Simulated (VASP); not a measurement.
# GaAs (CsCl type) (Pm-3m) in VASP: further runs

The runs below take GaAs (CsCl type) through single point, relaxation of cell and atoms, with PBE.

Everything below comes from runs of VASP 6.6.1. Logs are shortened: lines on timing, memory, paths and dates and some standing lists are left out, and cuts for length are marked.

## Step 1: The cell of the first run

The structure is cubic, space group Pm-3m (No. 221). Conventional cell: a = 3.367 Å, b = 3.367 Å, c = 3.367 Å, α = 90.00°, β = 90.00°, γ = 90.00°. Within 3.8 Å of Ga (site symmetry m-3m) lie 8 As at 2.92 Å and 6 Ga at 3.37 Å. As (site symmetry m-3m) has 8 Ga at 2.92 Å and 6 As at 3.37 Å within 3.8 Å.

## Step 2: Single point, PBE

File INCAR:

```
SYSTEM = GaAs
ALGO     = Normal         ! electronic algorithm
EDIFF    = 1E-6           ! SCF threshold, eV
ENCUT    = 520            ! plane-wave cutoff, eV
GGA      = PE             ! functional
ISIF     = 2              ! what is computed and relaxed
ISMEAR   = -1             ! smearing method
LASPH    = .True.         ! aspherical terms in the spheres
LCHARG   = .False.        ! write CHGCAR
LREAL    = .False.        ! projectors in reciprocal space
LWAVE    = .False.        ! write WAVECAR
NBANDS   = 16             ! bands
NELM     = 80             ! most SCF steps
PREC     = Accurate       ! precision mode
SIGMA    = 0.05           ! smearing width, eV
```

File KPOINTS:

```
k-points
0
Gamma
  13 13 13
  0 0 0
```

File POSCAR:

```
GaAs
1.0
    3.3670207086      0.0000000000      0.0000000000
    0.0000000000      3.3670207086      0.0000000000
    0.0000000000      0.0000000000      3.3670207086
Ga As
1 1
Direct
    0.0000000000      0.0000000000      0.0000000000
    0.5000000000      0.5000000000      0.5000000000
```

Potentials or basis: VASP PAW PBE potentials, release 64 (Ga_d, As).

Command:

```bash
$ cat potpaw_PBE.64/Ga_d/POTCAR potpaw_PBE.64/As/POTCAR > POTCAR
$ mpirun -np 1 vasp_std > vasp.out
```

OUTCAR:

```text
SYSTEM = GaAs
   EDIFF = 1E-6
   ENCUT = 520
   GGA = PE
   ISIF = 2
   ISMEAR = -1
   LASPH = .True.
   LREAL = .False.
   NELM = 80
   PREC = Accurate

 ion  position               nearest neighbor table
   1  0.000  0.000  0.000-   2 2.92   2 2.92   2 2.92   2 2.92   2 2.92   2 2.92   2 2.92   2 2.92

   2  0.500  0.500  0.500-   1 2.92   1 2.92   1 2.92   1 2.92   1 2.92   1 2.92   1 2.92   1 2.92

  LATTYP: Found a simple cubic cell.
 ALAT       =     3.3670207086

  Lattice vectors:

 A1 = (   3.3670207086,   0.0000000000,   0.0000000000)
 A2 = (   0.0000000000,   3.3670207086,   0.0000000000)
 A3 = (   0.0000000000,   0.0000000000,   3.3670207086)

Analysis of symmetry for initial positions (statically):
=====================================================================
 Subroutine PRICEL returns:
 Original cell was already a primitive cell.

 Routine SETGRP: Setting up the symmetry group for a
 simple cubic supercell.

 Subroutine GETGRP returns: Found 48 space group operations
 (whereof 48 operations were pure point group operations)
 out of a pool of 48 trial point group operations.

The static configuration has the point symmetry O_h .

Analysis of symmetry for dynamics (positions and initial velocities):
=====================================================================
 Subroutine PRICEL returns:
 Original cell was already a primitive cell.

 Routine SETGRP: Setting up the symmetry group for a
 simple cubic supercell.

 Subroutine GETGRP returns: Found 48 space group operations
 (whereof 48 operations were pure point group operations)
 out of a pool of 48 trial point group operations.

The dynamic configuration has the point symmetry O_h .

 Subroutine INISYM returns: Found 48 space group operations
 (whereof 48 operations are pure point group operations),
 and found     1 'primitive' translations

----------------------------------------------------------------------------------------

                                     Primitive cell

  volume of cell :      38.1713

  direct lattice vectors                    reciprocal lattice vectors
     3.367020709  0.000000000  0.000000000     0.296998470  0.000000000  0.000000000
     0.000000000  3.367020709  0.000000000     0.000000000  0.296998470  0.000000000
     0.000000000  0.000000000  3.367020709     0.000000000  0.000000000  0.296998470

  length of vectors
     3.367020709  3.367020709  3.367020709     0.296998470  0.296998470  0.296998470

  position of ions in fractional coordinates (direct lattice)
     0.000000000  0.000000000  0.000000000
     0.500000000  0.500000000  0.500000000

  ion indices of the primitive-cell ions
   primitive index   ion index
                 1           1
                 2           2

----------------------------------------------------------------------------------------

 KPOINTS: k-points

Automatic generation of k-mesh.
 Grid dimensions read from file:
 generate k-points for:   13   13   13

 Generating k-lattice:

  Cartesian coordinates                     Fractional coordinates (reciprocal lattice)
     0.022846036  0.000000000  0.000000000     0.076923077  0.000000000  0.000000000
     0.000000000  0.022846036  0.000000000     0.000000000  0.076923077  0.000000000
     0.000000000  0.000000000  0.022846036     0.000000000  0.000000000  0.076923077

  Length of vectors
     0.022846036  0.022846036  0.022846036

  Shift w.r.t. Gamma in fractional coordinates (k-lattice)
     0.000000000  0.000000000  0.000000000

 Subroutine IBZKPT returns following result:
 ===========================================

 Found     84 irreducible k-points:

 Following reciprocal coordinates:
            Coordinates               Weight
  0.000000  0.000000  0.000000      1.000000
  0.076923  0.000000  0.000000      6.000000
  0.153846  0.000000  0.000000      6.000000
  0.230769  0.000000  0.000000      6.000000
  0.307692  0.000000  0.000000      6.000000
  0.384615  0.000000  0.000000      6.000000
[... 16 lines left out ...]
  0.307692  0.307692  0.000000     12.000000
  0.384615  0.307692  0.000000     24.000000
 [... further k-points ...]
   k-points           NKPTS =     84   k-points in BZ     NKDIM =     84   number of bands    NBANDS=     16
   number of dos      NEDOS =    301   number of ions     NIONS =      2
   total plane-waves  NPLWV =  21952
   dimension x,y,z NGX =    28 NGY =   28 NGZ =   28
   dimension x,y,z NGXF=    56 NGYF=   56 NGZF=   56
   ions per type =               1   1
   NGX,Y,Z   is equivalent  to a cutoff of  13.82, 13.82, 13.82 a.u.
   NGXF,Y,Z  is equivalent  to a cutoff of  27.65, 27.65, 27.65 a.u.
 SYSTEM =  GaAs
   PREC   = accura    normal or accurate (medium, high low for compatibility)
   ISTART =      0    job   : 0-new  1-cont  2-samecut
   ICHARG =      2    charge: 1-file 2-atom 10-const
   ISPIN  =      1    spin polarized calculation?
   LNONCOLLINEAR =      F non collinear calculations
   LSORBIT =      F    spin-orbit coupling
   LASPH  =      T    aspherical Exc in radial PAW
   ENCUT  =  520.0 eV  38.22 Ry    6.18 a.u.   6.26  6.26  6.26*2*pi/ulx,y,z
   NELM   =     80;   NELMIN=  2; NELMDL= -5     # of ELM steps
   EDIFF  = 0.1E-05   stopping-criterion for ELM
   LREAL  =      F    real-space projection
   EDIFFG = 0.1E-04   stopping-criterion for IOM
   NSW    =      0    number of steps for IOM
   IBRION =     -1    ionic relax: 0-MD 1-quasi-New 2-CG
   NFREE  =      0    steps in history (QN), initial steepest desc. (CG)
   ISIF   =      2    stress and relaxation
   ISYM   =      2    0-nonsym 1-usesym 2-fastsym
   POTIM  = 0.5000    time-step for ionic-motion
   TEBEG  =    0.0;   TEEND  =   0.0 temperature during run
   PSTRESS=    0.0 pullay stress
   NELECT =      18.0000    total number of electrons
   NUPDOWN=      -1.0000    fix difference up-down
   EMIN   =  10.00;   EMAX   =-10.00  energy-range for DOS
   EFERMI =   0.00;   METHOD = LEGACY
   ISMEAR =    -1;   SIGMA  =   0.05  broadening in eV -4-tet -1-fermi 0-gaus
   EFERMI_NEDOS =   21; number of points for ismear=-14 and -15
   IALGO  =     38    algorithm
   IMIX   =      4    mixing-type and parameters
     AMIX     =   0.40;   BMIX     =  1.00
     AMIX_MAG =   1.60;   BMIX_MAG =  1.00
  volume/ion in A,a.u.               =      19.09       128.80
  Fermi-wavevector in a.u.,A,eV,Ry     =   1.274246  2.407975 22.091812  1.623702
  Thomas-Fermi vector in A             =   2.407024
   LORBIT       =      0    0 simple, 1 ext, 2 COOP (PROOUT), +10 PAW based schemes
   GGA     = PE    functional components
[... 5 lines left out ...]
 non-spin polarized calculation
  energy-cutoff  :      520.00
  volume of cell :       38.17
 maximum number of plane-waves:      1046
 NGX is ok and might be reduce to    28
   NGX = 13   NGY = 13   NGZ = 13

 number of electron      18.0000018 magnetization

 Free energy of the ion-electron system (eV)
  ---------------------------------------------------
  ext. energy  EPLUGINS =         0.00000000
  ---------------------------------------------------
  free energy    TOTEN  =        -7.20920826 eV

  energy without entropy =       -7.20144811  energy(sigma->0) =       -7.20532818

 E-fermi :   5.8530     XC(G=0): -10.8556

 val. band max:        5.8363165963   @ k =   0.4615   0.0769   0.0769
 cond. band min:       5.8564750849   @ k =   0.2308   0.0769   0.0000
 fundamental gap:      0.0201584886
 Fermi energy:         5.8529642616

 k-point     1 :       0.0000    0.0000    0.0000
  band No.  band energies     occupation
      1      -9.0185      2.00000
      2      -9.0185      2.00000
      3      -8.9242      2.00000
      4      -8.9242      2.00000
      5      -8.9242      2.00000
      6      -7.6045      2.00000
[... 8 lines left out ...]
     15      15.4246      0.00000
     16      20.6011      0.00000

 k-point     2 :       0.0769    0.0000    0.0000
  band No.  band energies     occupation
      1      -9.0180      2.00000
      2      -9.0139      2.00000
      3      -8.9265      2.00000
      4      -8.9265      2.00000
      5      -8.9240      2.00000
      6      -7.5362      2.00000
[... 8 lines left out ...]
     15      15.1046      0.00000
     16      20.4668      0.00000

 k-point     3 :       0.1538    0.0000    0.0000
  band No.  band energies     occupation
      1      -9.0167      2.00000
      2      -9.0013      2.00000
      3      -8.9328      2.00000
      4      -8.9328      2.00000
      5      -8.9235      2.00000
      6      -7.3336      2.00000
[... 8 lines left out ...]
     15      14.3214      0.00000
     16      19.6208      0.00000

 k-point     4 :       0.2308    0.0000    0.0000
  band No.  band energies     occupation
      1      -9.0148      2.00000
      2      -8.9840      2.00000
      3      -8.9417      2.00000
      4      -8.9417      2.00000
      5      -8.9228      2.00000
      6      -7.0058      2.00000
[... 8 lines left out ...]
     15      14.9650      0.00000
     16      18.0823      0.00000
[... 324 lines left out ...]
 k-point    22 :       0.4615    0.2308    0.0000
  band No.  band energies     occupation
      1      -9.0207      2.00000
      2      -8.9880      2.00000
      3      -8.9585      2.00000
      4      -8.9352      2.00000
      5      -8.9193      2.00000
      6      -5.1600      2.00000
[... 8 lines left out ...]
     15      17.9215      0.00000
     16      18.0107      0.00000

 k-point    23 :       0.3077    0.3077    0.0000
  band No.  band energies     occupation
      1      -9.0216      2.00000
      2      -8.9858      2.00000
      3      -8.9472      2.00000
      4      -8.9436      2.00000
      5      -8.9263      2.00000
      6      -5.5473      2.00000
[... 8 lines left out ...]
     15      16.6097      0.00000
     16      17.4139      0.00000

 k-point    24 :       0.3846    0.3077    0.0000
  band No.  band energies     occupation
      1      -9.0391      2.00000
      2      -8.9820      2.00000
      3      -8.9523      2.00000
      4      -8.9435      2.00000
      5      -8.9114      2.00000
      6      -5.0989      2.00000
[... 8 lines left out ...]
     15      16.5332      0.00000
     16      17.8878      0.00000

 [... further k-points ...]

------------------------ aborting loop because EDIFF is reached ----------------------------------------

  FORCE on cell =-STRESS in cart. coord.  units (eV):
  Direction    XX          YY          ZZ          XY          YZ          ZX
  --------------------------------------------------------------------------------------
  -------------------------------------------------------------------------------------
  Total        0.0335029      0.0335029      0.0335029      0.0000000     -0.0000000      0.0000000
  in kB        1.4062276      1.4062276      1.4062276      0.0000000     -0.0000000      0.0000000
  external PRESSURE =       1.4062276 kB  Pullay stress =       0.0000000 kB

 VOLUME and BASIS-vectors are now :
 -----------------------------------------------------------------------------
  energy-cutoff  :      520.00
  volume of cell :       38.17
      direct lattice vectors                 reciprocal lattice vectors
     3.367020709  0.000000000  0.000000000     0.296998470  0.000000000  0.000000000
     0.000000000  3.367020709  0.000000000     0.000000000  0.296998470  0.000000000
     0.000000000  0.000000000  3.367020709     0.000000000  0.000000000  0.296998470

 POSITION                                       TOTAL-FORCE (eV/Angst)
 -----------------------------------------------------------------------------------
      0.00000      0.00000      0.00000         0.000000      0.000000      0.000000
      1.68351      1.68351      1.68351         0.000000      0.000000      0.000000
 -----------------------------------------------------------------------------------
    total drift:                               -0.000000      0.000000     -0.000000

  FREE ENERGIE OF THE ION-ELECTRON SYSTEM (eV)
  ---------------------------------------------------
  free  energy   TOTEN  =        -7.2092082564 eV

  energy  without entropy=       -7.2014481070  energy(sigma->0) =       -7.20532818
```

Run time: 32 s. Hardware: 1 thread of Intel Xeon 6975P-C, shared host; peak memory 0.19 GiB.

What came out:

```
Free energy            : -7.2092 eV
Pressure               : 0.1 GPa
Band gap on the k mesh : zero (band 9 reaches 7.12 eV, above the bottom of band 10 at 3.49 eV)
```

## Step 3: Relaxation of cell and atoms, PBE, target pressure 0.043 GPa, at which the enthalpy is minimised

This run uses another cell than the first one, of 18.22 Å³/atom, 0.955 times its volume.

File INCAR:

```
SYSTEM = GaAs
PREC = Accurate
ENCUT = 600
EDIFF = 1E-6
ISMEAR = -1
SIGMA = 0.05
LREAL = .False.
LASPH = .True.
NELM = 100
ALGO = Normal
ISIF = 3
LWAVE = .False.
LCHARG = .False.
GGA = PE
IBRION = 2
NSW = 60
EDIFFG = -0.005
PSTRESS = 0.42999999999999994
```

File KPOINTS:

```
Automatic mesh
0
Gamma
  13 13 13
  0 0 0
```

File POSCAR:

```
GaAs
1.0
    3.3153076604      0.0000000000      0.0000000000
    0.0000000000      3.3153076604      0.0000000000
    0.0000000000      0.0000000000      3.3153076604
Ga As
1 1
Direct
    0.0000000000      0.0000000000      0.0000000000
    0.5000000000      0.5000000000      0.5000000000
```

Potentials or basis: VASP PAW PBE potentials, release 64 (Ga_d, As).

Command:

```bash
$ cat potpaw_PBE.64/Ga_d/POTCAR potpaw_PBE.64/As/POTCAR > POTCAR
$ mpirun -np 1 vasp_std > vasp.out
```

Wall time 78 s (1 thread of Intel Xeon 6975P-C, shared host); peak memory 0.2 GiB.

It converged, with:

- Free energy: -7.2089 eV
- Relaxed volume: 19.12 Å³/atom
- Relaxed cell: a = 3.369 Å, b = 3.369 Å, c = 3.369 Å, α = 90.00°, β = 90.00°, γ = 90.00°
- Space group after relaxing (to 0.05 Å): Pm-3m (No. 221)
- Energy change on relaxing (the enthalpy is what falls): -9.0 meV/atom
- Ionic steps: 4
- Pressure after relaxing: 0.0 GPa
- Band gap on the k mesh: zero (band 9 reaches 7.09 eV, above the bottom of band 10 at 3.47 eV)

Step by step:
```tsv
step	energy change (eV)	largest force (eV/Å)	pressure (GPa)	volume (Å³)
1	0.0000	0.0000	3.57	36.44
2	-0.0174	0.0000	-0.47	38.60
3	-0.0179	0.0000	0.11	38.20
4	-0.0180	0.0000	0.01	38.24
```

Final structure:
```cif
data_structure
_symmetry_space_group_name_H-M 'P 1'
_symmetry_Int_Tables_number 1
_cell_length_a 3.3691
_cell_length_b 3.3691
_cell_length_c 3.3691
_cell_angle_alpha 90.000
_cell_angle_beta 90.000
_cell_angle_gamma 90.000
_cell_volume 38.24
loop_
_atom_site_label
_atom_site_type_symbol
_atom_site_fract_x
_atom_site_fract_y
_atom_site_fract_z
_atom_site_occupancy
Ga1 Ga 0.00000 0.00000 0.00000 1
As1 As 0.50000 0.50000 0.50000 1
```

Levels at points of the mesh, in eV from the Fermi level:
| k point | band 7 | band 8 | band 9 | band 10 | band 11 | band 12 |
| --- | --- | --- | --- | --- | --- | --- |
| (0.00, 0.00, 0.00) | -2.32 | -0.69 | -0.69 | -0.69 | 4.75 | 4.75 |

Caveat: the cell is relaxed towards a set pressure, so the enthalpy falls and the energy may rise.
